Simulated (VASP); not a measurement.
# Zr3MoC (Pm-3m) in VASP: density of states with PBE

Aim: the density of states of Zr3MoC with PBE.

All numbers are computed with VASP 6.6.1; they aren't measurements. Logs are shortened: lines on timing, memory, paths and dates and some standing lists are left out, and cuts for length are marked.

## Step 1: The cell of the first run

Symmetry: Pm-3m, No. 221, cubic system. The conventional cell has a = 4.943 Å, b = 4.943 Å, c = 4.943 Å, α = 90.00°, β = 90.00°, γ = 90.00°. Zr (site symmetry 4/mmm) has 2 Mo at 2.47 Å within 3.3 Å. Within 3.3 Å of Mo (site symmetry m-3m) lie 6 Zr at 2.47 Å. Within 4.6 Å of C (site symmetry m-3m) lie 12 Zr at 3.49 Å and 8 Mo at 4.28 Å.

## Step 2: Density of states, PBE

POSCAR

```
Zr3MoC
1.0
    4.9425091053      0.0000000000      0.0000000000
    0.0000000000      4.9425091053      0.0000000000
    0.0000000000      0.0000000000      4.9425091053
Zr Mo C
3 1 1
Direct
    0.5000000000      0.0000000000      0.0000000000
    0.0000000000      0.5000000000      0.0000000000
    0.0000000000      0.0000000000      0.5000000000
    0.0000000000      0.0000000000      0.0000000000
    0.5000000000      0.5000000000      0.5000000000
```

INCAR.step1

```
SYSTEM = Zr3MoC
PREC     = Accurate       ! precision mode
ENCUT    = 520            ! plane-wave cutoff, eV
EDIFF    = 1E-6           ! SCF threshold, eV
ISMEAR   = 0              ! smearing method
SIGMA    = 0.1            ! smearing width, eV
LREAL    = .FALSE.        ! projectors in reciprocal space
LASPH    = .TRUE.         ! aspherical terms in the spheres
NELM     = 100            ! most SCF steps
ALGO     = Normal         ! electronic algorithm
ISIF     = 2              ! what is computed and relaxed
LWAVE    = .FALSE.        ! write WAVECAR
LCHARG   = .TRUE.         ! write CHGCAR
LMAXMIX  = 4              ! l up to which the mixer works
GGA      = PE             ! functional
NBANDS   = 35             ! bands
```

KPOINTS.step1

```
Automatic mesh
0
G
  8 8 8
  0 0 0
```

INCAR.step2

```
SYSTEM = Zr3MoC
PREC     = Accurate       ! precision mode
ENCUT    = 520            ! plane-wave cutoff, eV
EDIFF    = 1E-6           ! SCF threshold, eV
ISMEAR   = -5             ! smearing method
SIGMA    = 0.1            ! smearing width, eV
LREAL    = .FALSE.        ! projectors in reciprocal space
LASPH    = .TRUE.         ! aspherical terms in the spheres
NELM     = 100            ! most SCF steps
ALGO     = Normal         ! electronic algorithm
ISIF     = 2              ! what is computed and relaxed
LWAVE    = .FALSE.        ! write WAVECAR
LCHARG   = .FALSE.        ! write CHGCAR
LMAXMIX  = 4              ! l up to which the mixer works
GGA      = PE             ! functional
LORBIT   = 11             ! projections on sites
NEDOS    = 1001           ! points of the DOS
ICHARG   = 11             ! starting density
```

KPOINTS.step2

```
Automatic mesh
0
G
  12 12 12
  0 0 0
```

Potentials or basis: VASP PAW PBE potentials, release 64 (Zr_sv, Mo_sv, C).

On the command line:

```sh
cat potpaw_PBE.64/Zr_sv/POTCAR potpaw_PBE.64/Mo_sv/POTCAR potpaw_PBE.64/C/POTCAR > POTCAR
cp INCAR.step1 INCAR
cp KPOINTS.step1 KPOINTS
mpirun -np 1 vasp_std > vasp.out
cp INCAR.step2 INCAR
cp KPOINTS.step2 KPOINTS
mpirun -np 1 vasp_std > vasp.out
```

OUTCAR:

```text
SYSTEM = Zr3MoC
   PREC = Accurate
   ENCUT = 520
   EDIFF = 1E-6
   ISMEAR = -5
   LREAL = .FALSE.
   LASPH = .TRUE.
   NELM = 100
   ISIF = 2
   GGA = PE
   LORBIT = 11
   ICHARG = 11

 ion  position               nearest neighbor table
   1  0.500  0.000  0.000-   4 2.47   4 2.47   2 3.49   3 3.49   2 3.49   2 3.49   3 3.49   3 3.49
                             3 3.49   2 3.49
   2  0.000  0.500  0.000-   4 2.47   4 2.47   1 3.49   3 3.49   1 3.49   3 3.49   3 3.49   3 3.49
                             1 3.49   1 3.49
   3  0.000  0.000  0.500-   4 2.47   4 2.47   1 3.49   1 3.49   2 3.49   2 3.49   2 3.49   2 3.49
                             1 3.49   1 3.49
   4  0.000  0.000  0.000-   1 2.47   2 2.47   3 2.47   3 2.47   2 2.47   1 2.47
   5  0.500  0.500  0.500-

  LATTYP: Found a simple cubic cell.
 ALAT       =     4.9425091053

  Lattice vectors:

 A1 = (   4.9425091053,   0.0000000000,   0.0000000000)
 A2 = (   0.0000000000,   4.9425091053,   0.0000000000)
 A3 = (   0.0000000000,   0.0000000000,   4.9425091053)

Analysis of symmetry for initial positions (statically):
=====================================================================
 Subroutine PRICEL returns:
 Original cell was already a primitive cell.

 Routine SETGRP: Setting up the symmetry group for a
 simple cubic supercell.

 Subroutine GETGRP returns: Found 48 space group operations
 (whereof 48 operations were pure point group operations)
 out of a pool of 48 trial point group operations.

The static configuration has the point symmetry O_h .

Analysis of symmetry for dynamics (positions and initial velocities):
=====================================================================
 Subroutine PRICEL returns:
 Original cell was already a primitive cell.

 Routine SETGRP: Setting up the symmetry group for a
 simple cubic supercell.

 Subroutine GETGRP returns: Found 48 space group operations
 (whereof 48 operations were pure point group operations)
 out of a pool of 48 trial point group operations.

The dynamic configuration has the point symmetry O_h .

 Subroutine INISYM returns: Found 48 space group operations
 (whereof 48 operations are pure point group operations),
 and found     1 'primitive' translations

----------------------------------------------------------------------------------------

                                     Primitive cell

  volume of cell :     120.7376

  direct lattice vectors                    reciprocal lattice vectors
     4.942509105  0.000000000  0.000000000     0.202326385  0.000000000  0.000000000
     0.000000000  4.942509105  0.000000000     0.000000000  0.202326385  0.000000000
     0.000000000  0.000000000  4.942509105     0.000000000  0.000000000  0.202326385

  length of vectors
     4.942509105  4.942509105  4.942509105     0.202326385  0.202326385  0.202326385

  position of ions in fractional coordinates (direct lattice)
     0.500000000  0.000000000  0.000000000
     0.000000000  0.500000000  0.000000000
     0.000000000  0.000000000  0.500000000
     0.000000000  0.000000000  0.000000000
     0.500000000  0.500000000  0.500000000

  ion indices of the primitive-cell ions
   primitive index   ion index
                 1           1
                 2           2
                 3           3
                 4           4
                 5           5

----------------------------------------------------------------------------------------

 KPOINTS: Automatic mesh

Automatic generation of k-mesh.
 Grid dimensions read from file:
 generate k-points for:   12   12   12

 Generating k-lattice:

  Cartesian coordinates                     Fractional coordinates (reciprocal lattice)
     0.016860532  0.000000000  0.000000000     0.083333333  0.000000000  0.000000000
     0.000000000  0.016860532  0.000000000     0.000000000  0.083333333  0.000000000
     0.000000000  0.000000000  0.016860532     0.000000000  0.000000000  0.083333333

  Length of vectors
     0.016860532  0.016860532  0.016860532

  Shift w.r.t. Gamma in fractional coordinates (k-lattice)
     0.000000000  0.000000000  0.000000000

 TETIRR: Found    854 inequivalent tetrahedra from    10368

 Subroutine IBZKPT returns following result:
 ===========================================

 Found     84 irreducible k-points:

 Following reciprocal coordinates:
            Coordinates               Weight
  0.000000  0.000000  0.000000      1.000000
  0.083333  0.000000  0.000000      6.000000
  0.166667  0.000000  0.000000      6.000000
  0.250000  0.000000  0.000000      6.000000
  0.333333  0.000000  0.000000      6.000000
  0.416667  0.000000  0.000000      6.000000
[... 16 lines left out ...]
  0.333333  0.333333  0.000000     12.000000
  0.416667  0.333333  0.000000     24.000000
 [... further k-points ...]
   k-points           NKPTS =     84   k-points in BZ     NKDIM =     84   number of bands    NBANDS=     32
   number of dos      NEDOS =   1001   number of ions     NIONS =      5
   total plane-waves  NPLWV =  64000
   dimension x,y,z NGX =    40 NGY =   40 NGZ =   40
   dimension x,y,z NGXF=    80 NGYF=   80 NGZF=   80
   ions per type =               3   1   1
   NGX,Y,Z   is equivalent  to a cutoff of  13.45, 13.45, 13.45 a.u.
   NGXF,Y,Z  is equivalent  to a cutoff of  26.91, 26.91, 26.91 a.u.
 SYSTEM =  Zr3MoC
   PREC   = accura    normal or accurate (medium, high low for compatibility)
   ISTART =      0    job   : 0-new  1-cont  2-samecut
   ICHARG =     11    charge: 1-file 2-atom 10-const
   ISPIN  =      1    spin polarized calculation?
   LNONCOLLINEAR =      F non collinear calculations
   LSORBIT =      F    spin-orbit coupling
   LASPH  =      T    aspherical Exc in radial PAW
   ENCUT  =  520.0 eV  38.22 Ry    6.18 a.u.   9.19  9.19  9.19*2*pi/ulx,y,z
   NELM   =    100;   NELMIN=  2; NELMDL=  0     # of ELM steps
   EDIFF  = 0.1E-05   stopping-criterion for ELM
   LREAL  =      F    real-space projection
   EDIFFG = 0.1E-04   stopping-criterion for IOM
   NSW    =      0    number of steps for IOM
   IBRION =     -1    ionic relax: 0-MD 1-quasi-New 2-CG
   NFREE  =      0    steps in history (QN), initial steepest desc. (CG)
   ISIF   =      2    stress and relaxation
   ISYM   =      2    0-nonsym 1-usesym 2-fastsym
   POTIM  = 0.5000    time-step for ionic-motion
   TEBEG  =    0.0;   TEEND  =   0.0 temperature during run
   PSTRESS=    0.0 pullay stress
   NELECT =      54.0000    total number of electrons
   NUPDOWN=      -1.0000    fix difference up-down
   EMIN   =  10.00;   EMAX   =-10.00  energy-range for DOS
   EFERMI =   0.00;   METHOD = LEGACY
   ISMEAR =    -5;   SIGMA  =   0.10  broadening in eV -4-tet -1-fermi 0-gaus
   EFERMI_NEDOS =   21; number of points for ismear=-14 and -15
   IALGO  =     38    algorithm
   IMIX   =      4    mixing-type and parameters
     AMIX     =   0.40;   BMIX     =  1.00
     AMIX_MAG =   1.60;   BMIX_MAG =  1.00
  volume/ion in A,a.u.               =      24.15       162.96
  Fermi-wavevector in a.u.,A,eV,Ry     =   1.251964  2.365869 21.325970  1.567415
  Thomas-Fermi vector in A             =   2.385887
   LORBIT       =     11    0 simple, 1 ext, 2 COOP (PROOUT), +10 PAW based schemes
   GGA     = PE    functional components
   LHFCALC =     F    Hartree Fock is set to
   AEXX    =    0.0000 exact exchange contribution
   IVDW    =     0    specifies the selected vdW correction
   LEPSILON=     F    determine dielectric tensor
   LRPA    =     F    only Hartree local field effects (RPA)
 non-spin polarized calculation
 Fermi weights with tetrahedron method with Bloechl corrections
  energy-cutoff  :      520.00
  volume of cell :      120.74
 maximum number of plane-waves:      3294
 NGX is ok and might be reduce to    40

 number of electron      54.0000001 magnetization

 Free energy of the ion-electron system (eV)
  ---------------------------------------------------
  ext. energy  EPLUGINS =         0.00000000
  ---------------------------------------------------
  free energy    TOTEN  =       -36.32233704 eV

  energy without entropy =      -36.32233704  energy(sigma->0) =      -36.32233704

 E-fermi :   6.2481     XC(G=0): -10.0875

 val. band max:        6.3234325803   @ k =   0.5000   0.5000   0.5000
 cond. band min:       6.2052557463   @ k =   0.4167   0.4167   0.0000
 fundamental gap:     -0.1181768341
 Fermi energy:         6.2481285559

 k-point     1 :       0.0000    0.0000    0.0000
  band No.  band energies     occupation
      1     -53.6429      2.00000
      2     -42.9201      2.00000
      3     -42.8975      2.00000
      4     -42.8975      2.00000
      5     -28.2094      2.00000
      6     -28.2094      2.00000
[... 24 lines left out ...]
     31       8.0309      0.00000
     32       8.0309      0.00000

 k-point     2 :       0.0833    0.0000    0.0000
  band No.  band energies     occupation
      1     -53.6428      2.00000
      2     -42.9202      2.00000
      3     -42.8987      2.00000
      4     -42.8975      2.00000
      5     -28.2092      2.00000
      6     -28.2092      2.00000
[... 24 lines left out ...]
     31       8.0825      0.00000
     32       8.0825      0.00000

 k-point     3 :       0.1667    0.0000    0.0000
  band No.  band energies     occupation
      1     -53.6425      2.00000
      2     -42.9205      2.00000
      3     -42.9019      2.00000
      4     -42.8975      2.00000
      5     -28.2087      2.00000
      6     -28.2087      2.00000
[... 24 lines left out ...]
     31       8.1813      0.00000
     32       8.1813      0.00000

 k-point     4 :       0.2500    0.0000    0.0000
  band No.  band energies     occupation
      1     -53.6421      2.00000
      2     -42.9212      2.00000
      3     -42.9060      2.00000
      4     -42.8975      2.00000
      5     -28.2080      2.00000
      6     -28.2080      2.00000
[... 24 lines left out ...]
     31       7.8860      0.00000
     32       7.8861      0.00000

 k-point     5 :       0.3333    0.0000    0.0000
  band No.  band energies     occupation
      1     -53.6417      2.00000
      2     -42.9223      2.00000
      3     -42.9096      2.00000
      4     -42.8974      2.00000
      5     -28.2072      2.00000
      6     -28.2072      2.00000
[... 584 lines left out ...]
     31       7.6296      0.00000
     32       8.2546      0.00000

 k-point    22 :       0.5000    0.2500    0.0000
  band No.  band energies     occupation
      1     -53.6404      2.00000
      2     -42.9242      2.00000
      3     -42.9169      2.00000
      4     -42.9026      2.00000
      5     -28.2051      2.00000
      6     -28.0953      2.00000
[... 24 lines left out ...]
     31       7.8831      0.00000
     32       8.0478      0.00000

 k-point    23 :       0.3333    0.3333    0.0000
  band No.  band energies     occupation
      1     -53.6404      2.00000
      2     -42.9229      2.00000
      3     -42.9175      2.00000
      4     -42.9034      2.00000
      5     -28.2051      2.00000
      6     -28.0389      2.00000
[... 24 lines left out ...]
     31       7.8762      0.00000
     32       7.8770      0.00000

 k-point    24 :       0.4167    0.3333    0.0000
  band No.  band energies     occupation
      1     -53.6401      2.00000
      2     -42.9237      2.00000
      3     -42.9197      2.00000
      4     -42.9039      2.00000
      5     -28.2045      2.00000
      6     -28.0381      2.00000
[... 24 lines left out ...]
     31       7.8546      0.00000
     32       8.0837      0.00000

 [... further k-points ...]
[... 5 lines left out ...]
  --------------------------------------------------------------------------------------
  -------------------------------------------------------------------------------------
  Total       -0.1805903     -0.1805903     -0.1805903      0.0000000     -0.0000000      0.0000000
  in kB       -2.3964181     -2.3964181     -2.3964181      0.0000000     -0.0000000      0.0000000
  external PRESSURE =      -2.3964181 kB  Pullay stress =       0.0000000 kB

 VOLUME and BASIS-vectors are now :
 -----------------------------------------------------------------------------
  energy-cutoff  :      520.00
  volume of cell :      120.74
      direct lattice vectors                 reciprocal lattice vectors
     4.942509105  0.000000000  0.000000000     0.202326385  0.000000000  0.000000000
     0.000000000  4.942509105  0.000000000     0.000000000  0.202326385  0.000000000
     0.000000000  0.000000000  4.942509105     0.000000000  0.000000000  0.202326385

 POSITION                                       TOTAL-FORCE (eV/Angst)
 -----------------------------------------------------------------------------------
      2.47125      0.00000      0.00000         0.000000      0.000000      0.000000
      0.00000      2.47125      0.00000         0.000000      0.000000      0.000000
      0.00000      0.00000      2.47125         0.000000      0.000000      0.000000
      0.00000      0.00000      0.00000         0.000000      0.000000      0.000000
      2.47125      2.47125      2.47125         0.000000      0.000000      0.000000
 -----------------------------------------------------------------------------------
    total drift:                                0.000000      0.000000     -0.000000

  FREE ENERGIE OF THE ION-ELECTRON SYSTEM (eV)
  ---------------------------------------------------
  free  energy   TOTEN  =       -36.3223370441 eV

  energy  without entropy=      -36.3223370441  energy(sigma->0) =      -36.32233704

 total charge

# of ion       s       p       d       tot
------------------------------------------
    1        2.219   5.938   1.730   9.886
    2        2.219   5.938   1.730   9.886
    3        2.219   5.938   1.730   9.886
    4        2.459   6.120   4.774  13.352
    5        0.995   1.000   0.000   1.995
--------------------------------------------------
tot         10.110  24.933   9.962  45.004
```

It took 6.7 min on 1 thread of Intel Xeon Platinum 8259CL at 2.50GHz (Skylake/Cascade Lake), shared host; peak memory 0.45 GiB.

What came out:

```yaml
Valence_electrons_inside_the_program's_atomic_spheres: Zr 9.89; Mo 13.35; C 2.00
```

Levels at points of the mesh, in eV from the Fermi level:
| k point | band 23 | band 24 | band 25 | band 26 | band 27 | band 28 | band 29 | band 30 | band 31 | band 32 |
| --- | --- | --- | --- | --- | --- | --- | --- | --- | --- | --- |
| (0.00, 0.00, 0.00) | -3.11 | -0.85 | -0.85 | -0.48 | -0.44 | -0.44 | -0.44 | 1.78 | 1.78 | 1.78 |
| (0.50, 0.00, 0.00) | -2.05 | -0.44 | -0.30 | -0.30 | -0.04 | 0.12 | 0.12 | 0.19 | 1.35 | 1.52 |
| (0.50, 0.50, 0.00) | -1.33 | -1.28 | -0.56 | -0.27 | -0.27 | -0.19 | 0.29 | 1.46 | 1.46 | 1.70 |
| (0.50, 0.50, 0.50) | -1.83 | 0.08 | 0.08 | 0.08 | 0.19 | 0.36 | 0.36 | 0.36 | 0.60 | 0.60 |

Caveat: tetrahedron occupations give inexact forces and stress in metals.
